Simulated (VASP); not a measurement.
Here is a VASP 6.6.1 calculation.

POSCAR

```
TlBr
1.0
    3.9800000000      0.0000000000      0.0000000000
    0.0000000000      3.9800000000      0.0000000000
    0.0000000000      0.0000000000      3.9800000000
Tl Br
1 1
Direct
    0.0000000000      0.0000000000      0.0000000000
    0.5000000000      0.5000000000      0.5000000000
```

Contents of INCAR.step1:

```
  PREC = Accurate
  ENCUT = 440
  ISMEAR = -1
  SIGMA = 0.03
  LREAL = False
  LASPH = True
  NELM = 120
  NBANDS = 17
  GGA = PE
  ALGO = Normal
  EDIFF = 1E-5
  LWAVE = True
  LCHARG = False
  GGA_COMPAT = False
```

The input INCAR.step2:

```
  PREC = Accurate
  ENCUT = 440
  EDIFF = 1E-8
  ISMEAR = -1
  SIGMA = 0.03
  LREAL = False
  LASPH = True
  NELM = 120
  ALGO = Normal
  ISIF = 2
  LWAVE = False
  LCHARG = False
  METAGGA = R2SCAN
  LMIXTAU = True
  IVDW = 13
  VDW_S6 = 1.0
  VDW_S8 = 0.6018749
  VDW_A1 = 0.51559235
  VDW_A2 = 5.77342911
  LEFG = True
  NBANDS = 17
  ISTART = 1
  GGA_COMPAT = False
```

KPOINTS

```
Automatic mesh
0
Gamma
  7 7 7
```

Potentials or basis: VASP PAW PBE potentials, release 64 (Tl_d, Br).

The run is started by

```console
$ cat potpaw_PBE.64/Tl_d/POTCAR potpaw_PBE.64/Br/POTCAR > POTCAR
$ cp INCAR.step1 INCAR
$ mpirun -np 1 vasp_std > vasp.out
$ cp INCAR.step2 INCAR
$ mpirun -np 1 vasp_std > vasp.out
```

Problem. Predict the dispersion energy per atom.

Solution. -0.112 eV.

Problem. What does it give for the pressure?

Solution. 0.7 GPa.

Caveat: the PAW data sets were made with another functional, which shifts forces and pressure a little.
